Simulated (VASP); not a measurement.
C, 4 atoms in the cell. Symmetry: P6_3/mmc, No. 194, hexagonal system. The conventional cell has a = 2.451 Å, b = 2.451 Å, c = 5.990 Å, α = 90.00°, β = 90.00°, γ = 120.00°. C (site symmetry -6m2) has 3 C at 1.42 Å within 1.9 Å. C (site symmetry -6m2) has 3 C at 1.42 Å within 1.9 Å. 

* Program: VASP 6.6.1
* Task: relaxation of cell and atoms
* Functional: PBE
* Dispersion: D3(BJ)
* Potentials or basis: VASP PAW PBE potentials, release 64 (C)
* Cutoff: 600 eV
* k mesh: 18 × 18 × 8
* Occupations: fermi-dirac, width 0.15 eV
* Spin: no spin polarisation
* Target pressure: 25 GPa
* Dipole correction: no
* Further INCAR settings: ALGO = Normal; EDIFF = 1e-06; IBRION = 2; EDIFFG = -0.001; NSW = 80; ISIF = 3

Potentials or basis: VASP PAW PBE potentials, release 64 (C).

The run is started by

```sh
$ cat potpaw_PBE.64/C/POTCAR > POTCAR
$ mpirun -np 1 vasp_std > vasp.out
```

Hardware: 1 thread of Intel(R) Xeon(R) 6975P-C (Granite Rapids) (shared host).

Q: How long does it take, and how much memory?

A: It took 2.9 min on 1 thread of Intel(R) Xeon(R) 6975P-C (Granite Rapids) (shared host), peak memory 0.21 GiB. Counts: scf iterations 72, k points 185, ion steps 14.
